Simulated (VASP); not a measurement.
Write the native input for VASP 6.6.1 that does the following.

```
Task                   : single point
Functional             : PBE
Dispersion             : D3(BJ)
Potentials or basis    : VASP PAW PBE potentials, release 64 (Na_pv, C)
Cutoff                 : 520 eV
k mesh                 : 6 × 6 × 6
Occupations            : gaussian, width 0.2 eV
Spin                   : no spin polarisation
Dipole correction      : no
Further INCAR settings : ALGO = Normal; EDIFF = 1e-06; NBANDS = 30
```

The structure of NaC8 lies in POSCAR:

```
NaC8
1.0
    0.0000000000      0.0000000000      4.4859972348
    4.9759645509      0.0000000000      0.0000000000
   -2.4879822755      4.3093117094      0.0000000000
Na C
1 8
Direct
    0.5000000000      0.0000000000      0.0000000000
    0.0000000000      0.3346974444      0.1673487222
    0.0000000000      0.3333333333      0.6666666667
    0.0000000000      0.8326512778      0.1673487222
    0.0000000000      0.8326512778      0.6653025556
    0.0000000000      0.1673487222      0.3346974444
    0.0000000000      0.1673487222      0.8326512778
    0.0000000000      0.6666666667      0.3333333333
    0.0000000000      0.6653025556      0.8326512778
```

These files were run (other wordings do the same):

INCAR

```
SYSTEM = NaC8
  PREC = Accurate
  ENCUT = 520
  EDIFF = 1E-6
  ISMEAR = 0
  SIGMA = 0.2
  LREAL = .FALSE.
  LASPH = .TRUE.
  NELM = 100
  ALGO = Normal
  ISIF = 2
  LWAVE = .FALSE.
  LCHARG = .FALSE.
  GGA = PE
  IVDW = 12
  NBANDS = 30
```

KPOINTS

```
regular mesh
0
G
  6 6 6
  0 0 0
```

Potentials or basis: VASP PAW PBE potentials, release 64 (Na_pv, C).

The run is started by

```console
$ cat potpaw_PBE.64/Na_pv/POTCAR potpaw_PBE.64/C/POTCAR > POTCAR
$ mpirun -np 1 vasp_std > vasp.out
```

Results of the run:

```
Pressure                   : 0.3 GPa
Largest force              : 0.008 eV/Å
Dispersion energy per atom : -0.130 eV
```

Caveat: pairwise dispersion overbinds metals, which lowers pressure and volume.

Wall time 36 s on 1 thread of Intel(R) Xeon(R) 6975P-C (Granite Rapids), with other jobs on the host, peak memory 0.25 GiB.
